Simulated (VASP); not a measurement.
# Cs (P4/mmm) in VASP: relaxation of cell and atoms with PBE

Aim: the relaxation of cell and atoms of Cs with PBE.

Everything below comes from runs of VASP 6.6.1. Logs are shortened: lines on timing, memory, paths and dates and some standing lists are left out, and cuts for length are marked.

**1. The cell of the first run**

Symmetry: P4/mmm, No. 123, tetragonal system. Conventional cell: a = 5.041 Å, b = 5.041 Å, c = 5.053 Å, α = 90.00°, β = 90.00°, γ = 90.00°.

The cell was built from a structure type or drawn by symmetry, and may not be a known phase.

**2. Relaxation of cell and atoms, PBE**

INCAR reads:

```
PREC     = Accurate       # precision mode
ENCUT    = 600            # plane-wave cutoff, eV
EDIFF    = 1E-7           # SCF threshold, eV
ISMEAR   = 0              # smearing method
SIGMA    = 0.1            # smearing width, eV
LREAL    = F              # projectors in reciprocal space
LASPH    = T              # aspherical terms in the spheres
NELM     = 80             # most SCF steps
ALGO     = Fast           # electronic algorithm
ISIF     = 3              # what is computed and relaxed
LWAVE    = F              # write WAVECAR
LCHARG   = F              # write CHGCAR
GGA      = PE             # functional
IBRION   = 2              # ionic algorithm
NSW      = 100            # ionic steps
EDIFFG   = -0.01          # ionic threshold
```

KPOINTS reads:

```
regular mesh
0
Gamma
  12 12 12
```

POSCAR reads:

```
Cs
1.0
    5.0411007623      0.0000000000      0.0000000000
    0.0000000000      5.0411007623      0.0000000000
    0.0000000000      0.0000000000      5.0532075129
Cs
1
Direct
    0.5000000000      0.5000000000      0.0000000000
```

Potentials or basis: VASP PAW PBE potentials, release 64 (Cs_sv).

Started as:

```console
$ cat potpaw_PBE.64/Cs_sv/POTCAR > POTCAR
$ mpirun -np 1 vasp_std > vasp.out
```

OUTCAR:

```text
PREC = Accurate
   ENCUT = 600
   EDIFF = 1E-7
   ISMEAR = 0
   LREAL = F
   LASPH = T
   NELM = 80
   ISIF = 3
   GGA = PE
   IBRION = 2
   NSW = 100
   EDIFFG = -0.01

 ion  position               nearest neighbor table
   1  0.500  0.500  0.000-

  LATTYP: Found a simple tetragonal cell.
 ALAT       =     5.0411007623
 C/A-ratio  =     1.0024016085

  Lattice vectors:

 A1 = (   5.0411007623,   0.0000000000,   0.0000000000)
 A2 = (   0.0000000000,   5.0411007623,   0.0000000000)
 A3 = (   0.0000000000,   0.0000000000,   5.0532075129)

Analysis of symmetry for initial positions (statically):
=====================================================================
 Subroutine PRICEL returns:
 Original cell was already a primitive cell.

 Routine SETGRP: Setting up the symmetry group for a
 simple tetragonal supercell.

 Subroutine GETGRP returns: Found 16 space group operations
 (whereof 16 operations were pure point group operations)
 out of a pool of 16 trial point group operations.

The static configuration has the point symmetry D_4h.

Analysis of symmetry for dynamics (positions and initial velocities):
=====================================================================
 Subroutine PRICEL returns:
 Original cell was already a primitive cell.

 Routine SETGRP: Setting up the symmetry group for a
 simple tetragonal supercell.

 Subroutine GETGRP returns: Found 16 space group operations
 (whereof 16 operations were pure point group operations)
 out of a pool of 16 trial point group operations.

The dynamic configuration has the point symmetry D_4h.

 Subroutine INISYM returns: Found 16 space group operations
 (whereof 16 operations are pure point group operations),
 and found     1 'primitive' translations

----------------------------------------------------------------------------------------

                                     Primitive cell

  volume of cell :     128.4156

  direct lattice vectors                    reciprocal lattice vectors
     5.041100762  0.000000000  0.000000000     0.198369374  0.000000000  0.000000000
     0.000000000  5.041100762  0.000000000     0.000000000  0.198369374  0.000000000
     0.000000000  0.000000000  5.053207513     0.000000000  0.000000000  0.197894109

  length of vectors
     5.041100762  5.041100762  5.053207513     0.198369374  0.198369374  0.197894109

  position of ions in fractional coordinates (direct lattice)
     0.500000000  0.500000000  0.000000000

  ion indices of the primitive-cell ions
[... 79 lines left out ...]
   NFREE  =      1    steps in history (QN), initial steepest desc. (CG)
   ISIF   =      3    stress and relaxation
   ISYM   =      2    0-nonsym 1-usesym 2-fastsym
   POTIM  = 0.5000    time-step for ionic-motion
   TEBEG  =    0.0;   TEEND  =   0.0 temperature during run
   PSTRESS=    0.0 pullay stress
   NELECT =       9.0000    total number of electrons
   NUPDOWN=      -1.0000    fix difference up-down
   EMIN   =  10.00;   EMAX   =-10.00  energy-range for DOS
   EFERMI =   0.00;   METHOD = LEGACY
   ISMEAR =     0;   SIGMA  =   0.10  broadening in eV -4-tet -1-fermi 0-gaus
   EFERMI_NEDOS =   21; number of points for ismear=-14 and -15
   IALGO  =     68    algorithm
   IMIX   =      4    mixing-type and parameters
     AMIX     =   0.40;   BMIX     =  1.00
     AMIX_MAG =   1.60;   BMIX_MAG =  1.00
  volume/ion in A,a.u.               =     128.42       866.59
  Fermi-wavevector in a.u.,A,eV,Ry     =   0.674968  1.275504  6.198563  0.455581
  Thomas-Fermi vector in A             =   1.751844
   LORBIT       =      0    0 simple, 1 ext, 2 COOP (PROOUT), +10 PAW based schemes
   GGA     = PE    functional components
   LHFCALC =     F    Hartree Fock is set to
   AEXX    =    0.0000 exact exchange contribution
   IVDW    =     0    specifies the selected vdW correction
   LEPSILON=     F    determine dielectric tensor
   LRPA    =     F    only Hartree local field effects (RPA)
 conjugate gradient relaxation of ions
 non-spin polarized calculation
 RMM-DIIS sequential band-by-band and
 Gauss-broadening in eV      SIGMA  =   0.10
  energy-cutoff  :      600.00
  volume of cell :      128.42
 maximum number of plane-waves:      4337
   NGX = 21   NGY = 21   NGZ = 21

 number of electron       9.0000000 magnetization

 Free energy of the ion-electron system (eV)
  ---------------------------------------------------
  ext. energy  EPLUGINS =         0.00000000
  ---------------------------------------------------
  free energy    TOTEN  =        -0.76112275 eV

  energy without entropy =       -0.75502364  energy(sigma->0) =       -0.75807320

 E-fermi :   0.2285     XC(G=0):  -5.1255

 val. band max:        0.2113948136   @ k =   0.4167   0.2500   0.0000
 cond. band min:       0.2341506018   @ k =   0.2500   0.2500   0.3333
 fundamental gap:      0.0227557883
 Fermi energy:         0.2285468305

 k-point     1 :       0.0000    0.0000    0.0000
  band No.  band energies     occupation
      1     -23.8388      2.00000
      2     -10.5745      2.00000
      3     -10.5732      2.00000
      4     -10.5732      2.00000
      5      -1.3515      2.00000
      6       1.5724      0.00000
      7       1.5748      0.00000
      8       4.4088      0.00000
[... 243 lines left out ...]
 k-point    24 :       0.4167    0.3333    0.0000
  band No.  band energies     occupation
      1     -23.8288      2.00000
      2     -10.7018      2.00000
      3     -10.6719      2.00000
      4     -10.5525      2.00000
      5       0.4209      0.00652
      6       1.0602      0.00000
      7       2.1345      0.00000
      8       2.4587      0.00000

 [... further k-points ...]

------------------------ aborting loop because EDIFF is reached ----------------------------------------

  FORCE on cell =-STRESS in cart. coord.  units (eV):
  Direction    XX          YY          ZZ          XY          YZ          ZX
  --------------------------------------------------------------------------------------
  -------------------------------------------------------------------------------------
  Total       -0.0004731     -0.0004731     -0.0094672      0.0000000      0.0000000      0.0000000
  in kB       -0.0059031     -0.0059031     -0.1181169      0.0000000      0.0000000      0.0000000
  external PRESSURE =      -0.0433077 kB  Pullay stress =       0.0000000 kB

 VOLUME and BASIS-vectors are now :
 -----------------------------------------------------------------------------
  energy-cutoff  :      600.00
  volume of cell :      128.42
      direct lattice vectors                 reciprocal lattice vectors
     5.041100762  0.000000000  0.000000000     0.198369374  0.000000000  0.000000000
     0.000000000  5.041100762  0.000000000     0.000000000  0.198369374  0.000000000
     0.000000000  0.000000000  5.053207513     0.000000000  0.000000000  0.197894109

 POSITION                                       TOTAL-FORCE (eV/Angst)
 -----------------------------------------------------------------------------------
      2.52055      2.52055      0.00000         0.000000      0.000000      0.000000
 -----------------------------------------------------------------------------------
    total drift:                                0.000000     -0.000000     -0.000000

  FREE ENERGIE OF THE ION-ELECTRON SYSTEM (eV)
  ---------------------------------------------------
  free  energy   TOTEN  =        -0.7611227543 eV

  energy  without entropy=       -0.7550236361  energy(sigma->0) =       -0.75807320

 reached required accuracy - stopping structural energy minimisation
```

OSZICAR:

```text
N       E                     dE             d eps       ncg     rms          rms(c)
DAV:   1     0.682348498194E+02    0.68235E+02   -0.32077E+03  3136   0.835E+02
DAV:   2     0.516874730783E+01   -0.63066E+02   -0.62258E+02  4448   0.116E+02
DAV:   3    -0.675711655718E+00   -0.58445E+01   -0.58429E+01  3160   0.507E+01
DAV:   4    -0.760784182477E+00   -0.85073E-01   -0.85069E-01  5536   0.758E+00
DAV:   5    -0.760930871109E+00   -0.14669E-03   -0.14669E-03  4240   0.199E-01    0.144E-01
RMM:   6    -0.760730452573E+00    0.20042E-03   -0.11141E-03  3136   0.203E-01    0.103E-01
RMM:   7    -0.761094623549E+00   -0.36417E-03   -0.56264E-03  3136   0.450E-01    0.447E-02
RMM:   8    -0.761111871059E+00   -0.17248E-04   -0.30533E-04  3241   0.133E-01    0.699E-03
RMM:   9    -0.761118692396E+00   -0.68213E-05   -0.49767E-05  3292   0.436E-02    0.505E-03
RMM:  10    -0.761121692815E+00   -0.30004E-05   -0.11231E-05  3147   0.212E-02    0.133E-03
RMM:  11    -0.761122326754E+00   -0.63394E-06   -0.32584E-06  3271   0.913E-03    0.644E-04
RMM:  12    -0.761122900229E+00   -0.57347E-06   -0.45636E-07  2674   0.434E-03    0.504E-04
RMM:  13    -0.761122741331E+00    0.15890E-06   -0.14640E-07  2433   0.202E-03    0.581E-05
RMM:  14    -0.761122754286E+00   -0.12955E-07   -0.17982E-08  1904   0.858E-04
   1 F= -.76112275E+00 E0= -.75807320E+00  d E =-.761123E+00
```

It took 4.2 min on 1 thread of Intel Xeon 8259CL, shared host; peak memory 0.42 GiB.

Results:

| Quantity | Value |
| --- | --- |
| Free energy | -0.7611 eV |
| Pressure after relaxing | 0.0 GPa |
| Band gap on the k mesh | zero (an odd number of electrons rules out a gap without spin polarisation) |

Final structure:
```cif
data_structure
_symmetry_space_group_name_H-M 'P 1'
_symmetry_Int_Tables_number 1
_cell_length_a 5.0411
_cell_length_b 5.0411
_cell_length_c 5.0532
_cell_angle_alpha 90.000
_cell_angle_beta 90.000
_cell_angle_gamma 90.000
_cell_volume 128.42
loop_
_atom_site_label
_atom_site_type_symbol
_atom_site_fract_x
_atom_site_fract_y
_atom_site_fract_z
_atom_site_occupancy
Cs1 Cs 0.50000 0.50000 0.00000 1
```

Levels at points of the mesh, in eV from the Fermi level:
```tsv
k point	band 2	band 3	band 4	band 5	band 6	band 7
(0.00, 0.00, 0.00)	-10.80	-10.80	-10.80	-1.58	1.34	1.35
(0.50, 0.00, 0.00)	-10.95	-10.79	-10.79	-0.21	0.40	1.76
(0.50, 0.50, 0.00)	-10.94	-10.94	-10.78	0.37	1.14	1.94
(0.00, 0.00, 0.50)	-10.95	-10.79	-10.79	-0.22	0.39	1.75
(0.50, 0.00, 0.50)	-10.94	-10.93	-10.78	0.37	1.13	1.93
(0.50, 0.50, 0.50)	-10.92	-10.92	-10.91	1.08	1.09	1.09
```

Caveat: the relaxation stopped at its first step, so nothing moved; spin-orbit coupling is left out, which moves the levels of the heavy elements.
